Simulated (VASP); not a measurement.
**VO2: relaxation of shape and atoms at fixed volume with PBE**

Crystal: VO2.

```
CELL_PARAMETERS angstrom
4.61353 0.00000 0.00000
0.00000 4.61353 0.00000
0.00000 0.00000 2.85721
ATOMIC_POSITIONS crystal
V 0.00000 0.00000 0.00000
V 0.50000 0.50000 0.50000
O 0.30001 0.30001 0.00000
O 0.19999 0.80001 0.50000
O 0.69999 0.69999 0.00000
O 0.80001 0.19999 0.50000
```

| Quantity | Value |
| --- | --- |
| Program | VASP 6.6.1 |
| Task | relaxation of shape and atoms at fixed volume |
| Functional | PBE |
| Potentials or basis | VASP PAW PBE potentials, release 64 (V_sv, O) |
| Cutoff | 600 eV |
| k mesh | 6 × 6 × 10 |
| Occupations | gaussian, width 0.05 eV |
| Spin | collinear spin, ferromagnetic start |
| Starting moments | [0.92, 0.92, 0.0, 0.0, 0.0, 0.0] μB |
| Dipole correction | no |
| Further INCAR settings | ALGO = Normal; EDIFF = 1e-07; IBRION = 2; EDIFFG = -0.01; NSW = 60; ISIF = 4 |

The energy gained by relaxing is 0.1 meV/atom. The ionic steps are 3, the pressure after relaxing is -3.7 GPa and the band gap on the k mesh is zero (filled and empty bands overlap). The net moment is 2.00 μB per cell. The site moments are V +1.06; O -0.06 μB and the valence electrons inside the program's atomic spheres are V 11.47; O 5.03.

Forces on the atoms (eV/Å):
```
V    0.000  0.000  0.000
V    0.000  0.000  0.000
O    0.002  0.002  0.000
O   -0.002  0.002  0.000
O   -0.002 -0.002  0.000
O    0.002 -0.002  0.000
```

Step by step:
| step | energy change (eV) | largest force (eV/Å) | pressure (GPa) | volume (Å³) |
| --- | --- | --- | --- | --- |
| 1 | 0.0000 | 0.0682 | -3.98 | 60.81 |
| 2 | -0.0006 | 0.0125 | -3.77 | 60.81 |
| 3 | -0.0006 | 0.0024 | -3.73 | 60.81 |

Final structure:
```
CELL_PARAMETERS angstrom
4.61595 0.00000 0.00000
0.00000 4.61595 0.00000
0.00000 0.00000 2.85421
ATOMIC_POSITIONS crystal
V 0.00000 0.00000 0.00000
V 0.50000 0.50000 0.50000
O 0.30061 0.30061 0.00000
O 0.19939 0.80061 0.50000
O 0.69939 0.69939 0.00000
O 0.80061 0.19939 0.50000
```

Levels at points of the mesh, in eV from the Fermi level:
Spin up:
| k point | band 24 | band 25 | band 26 | band 27 | band 28 | band 29 |
| --- | --- | --- | --- | --- | --- | --- |
| (0.00, 0.00, 0.00) | -1.50 | -1.00 | -0.76 | -0.35 | -0.35 | -0.20 |
| (0.50, 0.00, 0.00) | -2.12 | -0.33 | -0.33 | 0.23 | 0.23 | 0.95 |
| (0.50, 0.50, 0.00) | -2.63 | -0.97 | -0.97 | -0.33 | -0.33 | 1.32 |
| (0.00, 0.00, 0.50) | -3.06 | 0.35 | 0.35 | 0.53 | 0.53 | 0.99 |
| (0.50, 0.00, 0.50) | -2.40 | -0.83 | -0.83 | 0.51 | 0.51 | 1.24 |
| (0.50, 0.50, 0.50) | -2.20 | 0.05 | 0.05 | 0.43 | 0.43 | 0.52 |
Spin down:
| k point | band 22 | band 23 | band 24 | band 25 | band 26 | band 27 |
| --- | --- | --- | --- | --- | --- | --- |
| (0.00, 0.00, 0.00) | -1.96 | -1.96 | -1.49 | 0.21 | 0.26 | 0.85 |
| (0.50, 0.00, 0.00) | -2.99 | -2.21 | -2.21 | 0.79 | 0.79 | 1.46 |
| (0.50, 0.50, 0.00) | -2.73 | -2.69 | -2.69 | 0.16 | 0.16 | 0.97 |
| (0.00, 0.00, 0.50) | -3.74 | -3.02 | -3.02 | 1.34 | 1.34 | 1.71 |
| (0.50, 0.00, 0.50) | -3.51 | -2.52 | -2.52 | 0.35 | 0.35 | 1.70 |
| (0.50, 0.50, 0.50) | -2.76 | -2.22 | -2.22 | 1.04 | 1.04 | 1.48 |

It took 8.2 min on 1 thread of Intel(R) Xeon(R) Platinum 8375C CPU @ 2.90GHz (Ice Lake), on a shared host, peak memory 0.35 GiB.

Caveat: semilocal functionals often make such compounds metallic where correlation or magnetic order opens a gap, which also shifts bond lengths. With open d or f shells a metallic result of PBE can be an artefact of self-interaction; +U or a hybrid may open a gap.
